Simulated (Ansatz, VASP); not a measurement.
## TiH2: VASP beside Ansatz

File POSCAR:

```
TiH2
1.0
   -1.4687800000      1.4687800000      2.3041800000
    1.4687800000     -1.4687800000      2.3041800000
    1.4687800000      1.4687800000     -2.3041800000
Ti H
1 2
Direct
    0.0000000000      0.0000000000      0.0000000000
    0.7500000000      0.2500000000      0.5000000000
    0.2500000000      0.7500000000      0.5000000000
```

INCAR.step1

```
PREC     = Accurate       # precision mode
ENCUT    = 520            # plane-wave cutoff, eV
ISMEAR   = 0              # smearing method
SIGMA    = 0.15           # smearing width, eV
LREAL    = False          # projectors in reciprocal space
LASPH    = True           # aspherical terms in the spheres
NELM     = 80             # most SCF steps
NBANDS   = 14             # bands
GGA      = PE             # functional
ALGO     = Normal         # electronic algorithm
EDIFF    = 1E-4           # SCF threshold, eV
LWAVE    = True           # write WAVECAR
LCHARG   = False          # write CHGCAR
```

Contents of INCAR.step2:

```
PREC     = Accurate       # precision mode
ENCUT    = 520            # plane-wave cutoff, eV
EDIFF    = 1E-6           # SCF threshold, eV
ISMEAR   = 0              # smearing method
SIGMA    = 0.15           # smearing width, eV
LREAL    = False          # projectors in reciprocal space
LASPH    = True           # aspherical terms in the spheres
NELM     = 80             # most SCF steps
ALGO     = Normal         # electronic algorithm
ISIF     = 2              # what is computed and relaxed
LWAVE    = False          # write WAVECAR
LCHARG   = False          # write CHGCAR
METAGGA  = R2SCAN         # meta-GGA
LMIXTAU  = True         
NBANDS   = 14             # bands
ISTART   = 1
```

KPOINTS

```
regular mesh
0
Gamma
  20 20 20
```

Input for Ansatz:

```yaml
crystal:
  lattice:
    - [-1.46878, 1.46878, 2.30418]
    - [1.46878, -1.46878, 2.30418]
    - [1.46878, 1.46878, -2.30418]
  atoms:
    - { symbol: Ti, position: [0.0, 0.0, 0.0] }
    - { symbol: H, position: [0.75, 0.25, 0.5] }
    - { symbol: H, position: [0.25, 0.75, 0.5] }
basis:
  ecutwfc: 500
kpoints:
  mp_grid: { grid: [20, 20, 20] }
hamiltonian:
  xc: r2scan
scf:
  occupations: { method: gaussian, width: 0.15 }
output:
  forces: true
  stress: true
  eigenvalues: true
  write_density: true
  write_potential: true
  elf: true
  volumetric_format: npy
```

Change from the starting cell: strain -0.080 along x and y, +0.080 along z, atoms carried along.

Alike in both runs: task single point; functional r2SCAN; k mesh 20 × 20 × 20; occupations gaussian, width 0.15 eV; no spin polarisation.

|  | VASP | Ansatz |
| --- | --- | --- |
| version | VASP 6.6.1 | Ansatz 0.2.0 |
| potentials or method | VASP PAW PBE potentials, release 64 (Ti_sv, H), cutoff 520 eV | scalar-relativistic, plane waves, PAW |
| valence electrons in the cell | 14 | 14 |

VASP gave:

| Quantity | Value |
| --- | --- |
| gap on the k mesh at the Fermi level (eV) | none |
| pressure (GPa) | 12.2 |
| traceless stress, the component that is largest in VASP (GPa) | -1.52 |

Question: Which values does Ansatz return?

Answer: gap on the k mesh at the Fermi level (eV): none; pressure (GPa): 11.6; traceless stress, the component that is largest in VASP (GPa): -1.65.

VASP's potentials were made for PBE, not for r2SCAN. A gap of «none» marks a metal or a gap that the smearing closes.
